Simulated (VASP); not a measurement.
Here is a VASP 6.6.1 calculation.

The input POSCAR:

```
SiGe
1.0
    3.7823563974      0.0000000000      0.0000000000
   -1.8911781987      3.2756167263      0.0000000000
    0.0000000000      0.0000000000      6.8739687937
Si Ge
2 2
Direct
    0.6666666667      0.3333333333      0.8746070000
    0.3333333333      0.6666666667      0.3746070000
    0.6666666667      0.3333333333      0.5003920000
    0.3333333333      0.6666666667      0.0003920000
```

The input INCAR.step1:

```
SYSTEM = SiGe
PREC = Accurate ; ENCUT = 520
ISMEAR = 0 ; SIGMA = 0.05
LREAL = .False. ; LASPH = .True.
NELM = 100 ; NBANDS = 26
GGA = PE ; ALGO = Normal
EDIFF = 1E-4 ; LWAVE = .True.
LCHARG = .False.
```

Contents of INCAR.step2:

```
SYSTEM = SiGe
PREC = Accurate ; ENCUT = 520
EDIFF = 1E-6 ; ISMEAR = 0
SIGMA = 0.05 ; LREAL = .False.
LASPH = .True. ; NELM = 100
ALGO = Normal ; ISIF = 2
LWAVE = .False. ; LCHARG = .False.
METAGGA = R2SCAN ; LMIXTAU = .True.
NBANDS = 26 ; ISTART = 1
```

The input KPOINTS:

```
Automatic mesh
0
Gamma
  12 12 6
  0 0 0
```

Potentials or basis: VASP PAW PBE potentials, release 64 (Si, Ge_d).

Launch:

```console
$ cat potpaw_PBE.64/Si/POTCAR potpaw_PBE.64/Ge_d/POTCAR > POTCAR
$ cp INCAR.step1 INCAR
$ mpirun -np 1 vasp_std > vasp.out
$ cp INCAR.step2 INCAR
$ mpirun -np 1 vasp_std > vasp.out
```

(1) Estimate the band gap on the k mesh.

(2) Predict the largest force.

(3) What does it give for the pressure?

## Answers

(1) 0.39 eV.

(2) 0.651 eV/Å.

(3) 1.1 GPa.

Caveat: the stress differs along the axes, from -11 to 7 GPa; semilocal functionals underestimate gaps, and a narrow one can read as zero; the PAW data sets were made with another functional, which shifts forces and pressure a little.
